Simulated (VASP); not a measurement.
# Ir (R-3m) in VASP: single point with LDA

Aim: the single point of Ir with LDA.

All numbers are computed with VASP 6.6.1; they aren't measurements. Logs are shortened: lines on timing, memory, paths and dates and some standing lists are left out, and cuts for length are marked.

**1. The cell of the first run**

Symmetry: R-3m, No. 166, trigonal system. Conventional cell: a = 2.715 Å, b = 2.715 Å, c = 13.300 Å, α = 90.00°, β = 90.00°, γ = 120.00°. Within 3.4 Å of Ir (site symmetry 3m) lie 12 Ir at 2.59 to 2.84 Å.

**2. Single point, LDA (atoms displaced along a vibrational mode)**

Contents of INCAR:

```
SYSTEM = Ir
  ALGO = Fast
  EDIFF = 1E-7
  ENCUT = 520
  GGA = CA
  ISIF = 2
  ISMEAR = 0
  ISYM = 0
  KPAR = 4
  LASPH = .True.
  LCHARG = .True.
  LREAL = .False.
  LVHAR = .True.
  LWAVE = .False.
  NBANDS = 16
  NELM = 80
  PREC = Accurate
  SIGMA = 0.15
```

Contents of KPOINTS:

```
k-points
0
Gamma
  24 24 20
  0 0 0
```

Contents of POSCAR:

```
Ir
1.0
    0.0000000000     -1.9197000000     -1.9197000000
   -1.9197000000      0.0000000000     -1.9197000000
    1.9197000000      1.9197000000     -3.8394000000
Ir
2
Direct
    0.5056347585      0.5056347585      0.4830827986
   -0.0056347585     -0.0056347585      0.0169172014
```

Potentials or basis: VASP PAW LDA potentials, release 64 (Ir).

Run with:

```
cat potpaw_LDA.64/Ir/POTCAR > POTCAR
mpirun -np 4 vasp_std > vasp.out
```

OUTCAR:

```text
SYSTEM = Ir
   EDIFF = 1E-7
   ENCUT = 520
   GGA = CA
   ISIF = 2
   ISMEAR = 0
   ISYM = 0
   LASPH = .True.
   LREAL = .False.
   NELM = 80
   PREC = Accurate

 ion  position               nearest neighbor table
   1  0.506  0.506  0.483-   2 2.59   2 2.59   2 2.59   2 2.84   2 2.84   2 2.84
   2  0.994  0.994  0.017-   1 2.59   1 2.59   1 2.59   1 2.84   1 2.84   1 2.84

IMPORTANT INFORMATION: All symmetrisations will be switched off!
NOSYMM: (Re-)initialisation of all symmetry stuff for point group C_1.

----------------------------------------------------------------------------------------

                                     Primitive cell

  volume of cell :      28.2983

  direct lattice vectors                    reciprocal lattice vectors
     0.000000000 -1.919700000 -1.919700000     0.130228682 -0.390686045 -0.130228682
    -1.919700000  0.000000000 -1.919700000    -0.390686045  0.130228682 -0.130228682
     1.919700000  1.919700000 -3.839400000     0.130228682  0.130228682 -0.130228682

  length of vectors
     2.714865776  2.714865776  4.702285459     0.431919674  0.431919674  0.225562693

  position of ions in fractional coordinates (direct lattice)
     0.505634759  0.505634759  0.483082799
     0.994365241  0.994365241  0.016917201

  ion indices of the primitive-cell ions
   primitive index   ion index
                 1           1
                 2           2

----------------------------------------------------------------------------------------

 KPOINTS: k-points

Automatic generation of k-mesh.
 Grid dimensions read from file:
 generate k-points for:   24   24   20

 Generating k-lattice:

  Cartesian coordinates                     Fractional coordinates (reciprocal lattice)
     0.005426195 -0.016278585 -0.005426195     0.041666667  0.000000000 -0.000000000
    -0.016278585  0.005426195 -0.005426195     0.000000000  0.041666667 -0.000000000
     0.006511434  0.006511434 -0.006511434     0.000000000  0.000000000  0.050000000

  Length of vectors
     0.017996653  0.017996653  0.011278135

  Shift w.r.t. Gamma in fractional coordinates (k-lattice)
     0.000000000  0.000000000  0.000000000

 -----------------------------------------------------------------------------
|                                                                             |
|           W    W    AA    RRRRR   N    N  II  N    N   GGGG   !!!           |
|           W    W   A  A   R    R  NN   N  II  NN   N  G    G  !!!           |
|           W    W  A    A  R    R  N N  N  II  N N  N  G       !!!           |
|           W WW W  AAAAAA  RRRRR   N  N N  II  N  N N  G  GGG   !            |
|           WW  WW  A    A  R   R   N   NN  II  N   NN  G    G                |
|           W    W  A    A  R    R  N    N  II  N    N   GGGG   !!!           |
|                                                                             |
|     Your reciprocal lattice and k-lattice belong to different lattice       |
|     classes:                                                                |
|                                                                             |
|        The reciprocal lattice is rhombohedral (trigonal),                   |
|        whereas your k-lattice is base-centered monoclinic.                  |
|                                                                             |
|     Results are often still useful ...                                      |
|                                                                             |
 -----------------------------------------------------------------------------

 WARNING: IBZKPT: internal override: KBLOWUP is changed to .FALSE.
      ... skipping the blow-up phase ...

 Subroutine IBZKPT returns following result:
 ===========================================

 Found   5764 irreducible k-points:

 Following reciprocal coordinates:
            Coordinates               Weight
  0.000000  0.000000  0.000000      1.000000
  0.041667  0.000000  0.000000      2.000000
  0.083333  0.000000  0.000000      2.000000
  0.125000  0.000000 -0.000000      2.000000
  0.166667  0.000000  0.000000      2.000000
  0.208333  0.000000  0.000000      2.000000
[... 16 lines left out ...]
  0.375000  0.041667 -0.000000      2.000000
  0.416667  0.041667 -0.000000      2.000000
 [... further k-points ...]
   k-points           NKPTS =   5764   k-points in BZ     NKDIM =   5764   number of bands    NBANDS=     16
   number of dos      NEDOS =    301   number of ions     NIONS =      2
   total plane-waves  NPLWV =  14400
   dimension x,y,z NGX =    20 NGY =   20 NGZ =   36
   dimension x,y,z NGXF=    40 NGYF=   40 NGZF=   72
   ions per type =               2
   NGX,Y,Z   is equivalent  to a cutoff of  12.25, 12.25, 12.73 a.u.
   NGXF,Y,Z  is equivalent  to a cutoff of  24.49, 24.49, 25.46 a.u.
 SYSTEM =  Ir
   PREC   = accura    normal or accurate (medium, high low for compatibility)
   ISTART =      0    job   : 0-new  1-cont  2-samecut
   ICHARG =      2    charge: 1-file 2-atom 10-const
   ISPIN  =      1    spin polarized calculation?
   LNONCOLLINEAR =      F non collinear calculations
   LSORBIT =      F    spin-orbit coupling
   LASPH  =      T    aspherical Exc in radial PAW
   ENCUT  =  520.0 eV  38.22 Ry    6.18 a.u.   5.05  5.05  8.74*2*pi/ulx,y,z
   NELM   =     80;   NELMIN=  2; NELMDL= -5     # of ELM steps
   EDIFF  = 0.1E-06   stopping-criterion for ELM
   LREAL  =      F    real-space projection
   EDIFFG = 0.1E-05   stopping-criterion for IOM
   NSW    =      0    number of steps for IOM
   IBRION =     -1    ionic relax: 0-MD 1-quasi-New 2-CG
   NFREE  =      0    steps in history (QN), initial steepest desc. (CG)
   ISIF   =      2    stress and relaxation
   ISYM   =      0    0-nonsym 1-usesym 2-fastsym
   POTIM  = 0.5000    time-step for ionic-motion
   TEBEG  =    0.0;   TEEND  =   0.0 temperature during run
   PSTRESS=    0.0 pullay stress
   NELECT =      18.0000    total number of electrons
   NUPDOWN=      -1.0000    fix difference up-down
   EMIN   =  10.00;   EMAX   =-10.00  energy-range for DOS
   EFERMI =   0.00;   METHOD = LEGACY
   ISMEAR =     0;   SIGMA  =   0.15  broadening in eV -4-tet -1-fermi 0-gaus
   EFERMI_NEDOS =   21; number of points for ismear=-14 and -15
   IALGO  =     68    algorithm
   IMIX   =      4    mixing-type and parameters
     AMIX     =   0.40;   BMIX     =  1.00
     AMIX_MAG =   1.60;   BMIX_MAG =  1.00
  volume/ion in A,a.u.               =      14.15        95.48
  Fermi-wavevector in a.u.,A,eV,Ry     =   1.407923  2.660589 26.970118  1.982248
  Thomas-Fermi vector in A             =   2.530133
   LORBIT       =      0    0 simple, 1 ext, 2 COOP (PROOUT), +10 PAW based schemes
   GGA     = CA    functional components
   LHFCALC =     F    Hartree Fock is set to
   AEXX    =    0.0000 exact exchange contribution
   IVDW    =     0    specifies the selected vdW correction
   LEPSILON=     F    determine dielectric tensor
   LRPA    =     F    only Hartree local field effects (RPA)
 non-spin polarized calculation
 RMM-DIIS sequential band-by-band and
 Gauss-broadening in eV      SIGMA  =   0.15
  energy-cutoff  :      520.00
  volume of cell :       28.30
 maximum number of plane-waves:       780
   NGX = 11   NGY = 11   NGZ = 17

 number of electron      18.0000000 magnetization

 Free energy of the ion-electron system (eV)
  ---------------------------------------------------
  ext. energy  EPLUGINS =         0.00000000
  ---------------------------------------------------
  free energy    TOTEN  =       -20.49747565 eV

  energy without entropy =      -20.47649872  energy(sigma->0) =      -20.48698719

 E-fermi :  10.3484     XC(G=0): -14.1246

 val. band max:       10.3483148666   @ k =   0.0833   0.4583   0.0500
 cond. band min:      10.3486324663   @ k =   0.0000  -0.2917   0.4500
 fundamental gap:      0.0003175997
 Fermi energy:        10.3484276268

 k-point     1 :       0.0000    0.0000    0.0000
  band No.  band energies     occupation
      1      -0.8080      2.00000
      2       2.1191      2.00000
      3       6.2206      2.00000
      4       6.2206      2.00000
      5       6.2783      2.00000
      6       6.2783      2.00000
[... 8 lines left out ...]
     15      24.9535      0.00000
     16      30.1478      0.00000

 k-point     2 :       0.0417    0.0000    0.0000
  band No.  band energies     occupation
      1      -0.7365      2.00000
      2       2.1841      2.00000
      3       6.1444      2.00000
      4       6.2344      2.00000
      5       6.2721      2.00000
      6       6.3171      2.00000
[... 8 lines left out ...]
     15      25.0568      0.00000
     16      29.8328      0.00000

 k-point     3 :       0.0833    0.0000    0.0000
  band No.  band energies     occupation
      1      -0.5251      2.00000
      2       2.3744      2.00000
      3       5.9602      2.00000
      4       6.1021      2.00000
      5       6.4014      2.00000
      6       6.4529      2.00000
[... 8 lines left out ...]
     15      25.3564      0.00000
     16      29.0491      0.00000

 k-point     4 :       0.1250    0.0000   -0.0000
  band No.  band energies     occupation
      1      -0.1829      2.00000
      2       2.6747      2.00000
      3       5.7073      2.00000
      4       5.8999      2.00000
      5       6.5646      2.00000
      6       6.7114      2.00000
[... 8 lines left out ...]
     15      25.8201      0.00000
     16      28.1919      0.00000
[... 324 lines left out ...]
 k-point    22 :       0.3333    0.0417    0.0000
  band No.  band energies     occupation
      1       2.3635      2.00000
      2       3.8717      2.00000
      3       4.6596      2.00000
      4       5.1884      2.00000
      5       6.1758      2.00000
      6       6.6578      2.00000
[... 8 lines left out ...]
     15      24.8814      0.00000
     16      27.9477      0.00000

 k-point    23 :       0.3750    0.0417   -0.0000
  band No.  band energies     occupation
      1       2.8042      2.00000
      2       3.7596      2.00000
      3       4.5146      2.00000
      4       5.1454      2.00000
      5       6.3703      2.00000
      6       6.4586      2.00000
[... 8 lines left out ...]
     15      23.7087      0.00000
     16      27.5879      0.00000

 k-point    24 :       0.4167    0.0417   -0.0000
  band No.  band energies     occupation
      1       3.0638      2.00000
      2       3.6398      2.00000
      3       4.4153      2.00000
      4       5.1200      2.00000
      5       6.3421      2.00000
      6       6.6088      2.00000
[... 8 lines left out ...]
     15      22.9123      0.00000
     16      27.0047      0.00000

 [... further k-points ...]

------------------------ aborting loop because EDIFF is reached ----------------------------------------

  FORCE on cell =-STRESS in cart. coord.  units (eV):
  Direction    XX          YY          ZZ          XY          YZ          ZX
  --------------------------------------------------------------------------------------
  -------------------------------------------------------------------------------------
  Total       -0.2316841     -0.2316835     -0.2317464      0.2717241     -0.2718173     -0.2718176
  in kB      -13.1173685    -13.1173329    -13.1208941     15.3843317    -15.3896101    -15.3896246
  external PRESSURE =     -13.1185318 kB  Pullay stress =       0.0000000 kB

 VOLUME and BASIS-vectors are now :
 -----------------------------------------------------------------------------
  energy-cutoff  :      520.00
  volume of cell :       28.30
      direct lattice vectors                 reciprocal lattice vectors
     0.000000000 -1.919700000 -1.919700000     0.130228682 -0.390686045 -0.130228682
    -1.919700000  0.000000000 -1.919700000    -0.390686045  0.130228682 -0.130228682
     1.919700000  1.919700000 -3.839400000     0.130228682  0.130228682 -0.130228682

 POSITION                                       TOTAL-FORCE (eV/Angst)
 -----------------------------------------------------------------------------------
     -0.04329     -0.04329     -3.79608         1.212706      1.212706     -1.213088
     -1.87641     -1.87641     -3.88272        -1.212706     -1.212706      1.213088
 -----------------------------------------------------------------------------------
    total drift:                               -0.000002     -0.000001      0.000002

  FREE ENERGIE OF THE ION-ELECTRON SYSTEM (eV)
  ---------------------------------------------------
  free  energy   TOTEN  =       -20.4974756472 eV

  energy  without entropy=      -20.4764987246  energy(sigma->0) =      -20.48698719
```

It took 22 min on 4 MPI ranks of Oxide Virtual Turin-like, shared host; peak memory 2 GiB.

Results:

```
Free energy            : -20.4975 eV
Pressure               : -1.3 GPa
Largest force          : 2.101 eV/Å
Band gap on the k mesh : zero (bands 9 and 10 overlap by 2.73 eV)
```

Forces in eV/Å, atoms in the order of the input:
```
Ir   1.213  1.213 -1.213
Ir  -1.213 -1.213  1.213
```

Levels at points of the mesh, in eV from the Fermi level:
| k point | band 5 | band 6 | band 7 | band 8 | band 9 | band 10 | band 11 | band 12 | band 13 | band 14 |
| --- | --- | --- | --- | --- | --- | --- | --- | --- | --- | --- |
| (0.00, 0.00, 0.00) | -4.07 | -4.07 | -3.92 | -1.22 | -1.22 | -0.63 | 0.91 | 0.91 | 6.88 | 13.79 |
| (0.50, 0.00, 0.00) | -3.68 | -3.59 | -2.76 | -1.34 | 0.91 | 1.10 | 3.72 | 4.02 | 7.44 | 8.93 |
| (0.00, 0.50, 0.00) | -3.68 | -3.59 | -2.76 | -1.34 | 0.91 | 1.10 | 3.72 | 4.02 | 7.44 | 8.93 |
| (0.50, 0.50, 0.00) | -3.98 | -0.75 | 0.68 | 0.82 | 0.84 | 1.39 | 1.47 | 1.87 | 7.16 | 10.28 |
| (0.00, 0.00, 0.50) | -3.70 | -3.70 | -3.56 | -3.56 | -1.37 | -1.37 | -0.61 | -0.61 | 12.45 | 14.78 |
| (0.50, 0.00, 0.50) | -3.98 | -0.75 | 0.69 | 0.82 | 0.84 | 1.39 | 1.47 | 1.87 | 7.16 | 10.28 |
| (0.00, 0.50, 0.50) | -3.98 | -0.75 | 0.69 | 0.82 | 0.84 | 1.39 | 1.47 | 1.87 | 7.16 | 10.28 |
| (0.50, 0.50, 0.50) | -3.68 | -3.59 | -2.76 | -1.34 | 0.91 | 1.10 | 3.72 | 4.02 | 7.44 | 8.93 |

Caveat: the cell differs from its parent crystal (atoms displaced along a vibrational mode); spin-orbit coupling is left out, which moves the levels of the heavy elements; forces of over 1 eV/Å act on the atoms, so gaps and moduli don't describe the material at rest.
